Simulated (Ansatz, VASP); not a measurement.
# InSb3 in VASP and in Ansatz

```xyz
4
Lattice="4.9094 0.0000 0.0000 0.0000 4.9094 0.0000 0.0000 0.0000 4.6203" Properties=species:S:1:pos:R:3 pbc="T T T"
In    0.0000    0.0000    0.0000
Sb    2.4547    0.0000    2.3101
Sb    0.0000    2.4547    2.3101
Sb    2.4547    2.4547    0.0000
```

Alike in both runs: task single point; functional PBEsol; k mesh 10 × 10 × 10; occupations gaussian, width 0.15 eV; no spin polarisation.

|  | VASP | Ansatz |
| --- | --- | --- |
| version | VASP 6.6.1 | Ansatz 0.2.0 |
| potentials or method | VASP PAW PBE potentials, release 64 (In_d, Sb), cutoff 520 eV | scalar-relativistic, plane waves, PAW |
| valence electrons in the cell | 28 | 58 |

|  | VASP | Ansatz | Ansatz less VASP |
| --- | --- | --- | --- |
| gap on the k mesh at the Fermi level (eV) | none | none | - |
| pressure (GPa) | -2.7 | -2.7 | +0.01 |
| traceless stress, the component that is largest in VASP (GPa) | -0.06 | -0.06 | -0.002 |

VASP's potentials were made for PBE, not for PBEsol, and Ansatz warns of the same on its side. A gap of «none» marks a metal or a gap that the smearing closes. VASP's potentials hold 28 valence electrons a cell and Ansatz's 58, so a difference there can come from the potentials and not from the codes.

Neither program's run includes spin-orbit coupling.
